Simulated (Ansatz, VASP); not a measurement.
One calculation of InP, two programs

File POSCAR:

```
InP
1.0
    0.0000000000      2.9059362773      2.9537876370
    2.9059362773      0.0000000000      2.9537876370
    2.9059362773      2.9059362773      0.0000000000
In P
1 1
Direct
    0.0000000000      0.0000000000      0.0000000000
    0.2500000000      0.2500000000      0.2500000000
```

File INCAR.step1:

```
ALGO     = Normal         # electronic algorithm
EDIFF    = 1E-5           # SCF threshold, eV
ENCUT    = 520            # plane-wave cutoff, eV
GGA      = PE             # functional
ISIF     = 2              # what is computed and relaxed
ISMEAR   = 0              # smearing method
KPAR     = 4            
LASPH    = True           # aspherical terms in the spheres
LCHARG   = False          # write CHGCAR
LREAL    = False          # projectors in reciprocal space
LWAVE    = True           # write WAVECAR
NBANDS   = 16             # bands
NELM     = 100            # most SCF steps
PREC     = Accurate       # precision mode
SIGMA    = 0.01           # smearing width, eV
```

Contents of INCAR.step2:

```
ALGO     = Normal         # electronic algorithm
EDIFF    = 1E-7           # SCF threshold, eV
ENCUT    = 520            # plane-wave cutoff, eV
GGA      = PE             # functional
HFSCREEN = 0.2079         # screening, 1/A
ISIF     = 2              # what is computed and relaxed
ISMEAR   = 0              # smearing method
ISTART   = 1            
KPAR     = 4            
LASPH    = True           # aspherical terms in the spheres
LCHARG   = False          # write CHGCAR
LHFCALC  = True           # exact exchange
LREAL    = False          # projectors in reciprocal space
LWAVE    = False          # write WAVECAR
NBANDS   = 16             # bands
NELM     = 100            # most SCF steps
PREC     = Accurate       # precision mode
PRECFOCK = Normal       
SIGMA    = 0.01           # smearing width, eV
```

Contents of KPOINTS:

```
k-points
0
Gamma
  6 6 6
```

Input for Ansatz:

```yaml
crystal:
  lattice:
    - [0.0, 2.9059362773, 2.953787637]
    - [2.9059362773, 0.0, 2.953787637]
    - [2.9059362773, 2.9059362773, 0.0]
  atoms:
    - { symbol: In, position: [0.0, 0.0, 0.0] }
    - { symbol: P, position: [0.25, 0.25, 0.25] }
kpoints:
  mp_grid: { grid: [6, 6, 6] }
  band_path:
    path:
      - [0.0, 0.0, 0.0]
      - [-0.5, -0.5, 0.0]
      - [-0.375, -0.375, 0.25]
      - [-0.375, 0.0, 0.375]
      - [0.0, 0.0, 0.5]
      - [-0.5, -0.25, 0.25]
    npoints: 1
hamiltonian:
  xc: hse06
scf:
  occupations: { method: fixed }
  n_extra_bands: 4
output:
  forces: true
  stress: true
  eigenvalues: true
```

Change from the starting cell: biaxial_xy strain -1.6%.

Alike in both runs: task single point; functional HSE06; k mesh 6 × 6 × 6; no spin polarisation.

```csv
,VASP,Ansatz
version,VASP 6.6.1,Ansatz 0.2.0
potentials or method,"VASP PAW PBE potentials, release 64 (In_d, P)","plane waves, PAW"
plane-wave cutoff (eV),520,420
occupations,"gaussian, width 0.01 eV",fixed
valence electrons in the cell,18,18
```

```tsv
	VASP	Ansatz	Ansatz less VASP
gap on the k mesh at the Fermi level (eV)	1.52	1.53	+0.003
pressure (GPa)	2.0	2.2	+0.14
traceless stress, the component that is largest in VASP (GPa)	-0.52	-0.52	+0.001
```

Ansatz's warnings: stress exchange threshold loose, stress scf threshold loose.
